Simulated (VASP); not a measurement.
The system is Ni.

```
CELL_PARAMETERS angstrom
0.00000 1.75969 1.75969
1.75969 0.00000 1.75969
1.75969 1.75969 0.00000
ATOMIC_POSITIONS crystal
Ni 0.00000 0.00000 0.00000
```

Base run:

| Item | Value |
| --- | --- |
| Program | VASP 6.6.1 |
| Functional | PBE |
| Potentials or basis | VASP PAW PBE potentials, release 64 (Ni) |
| Cutoff | 520 eV |
| k mesh | 15 × 15 × 15 |
| Occupations | methfessel-paxton, width 0.6 eV |
| Spin | collinear spin, ferromagnetic start |
| Starting moments | [0.672] μB |

Its results: pressure -0.1 GPa; net moment 0.68 μB per cell.

Task: The run is repeated on the same cell with these changes: occupations from methfessel-paxton, width 0.6 eV to gaussian, width 1 eV. What comes out?

Result: Pressure 3.5 GPa; net moment 0.00 μB per cell.

Caveats: so wide a smearing shifts energies and pressures; the cell stands under pressure (at least some runs).
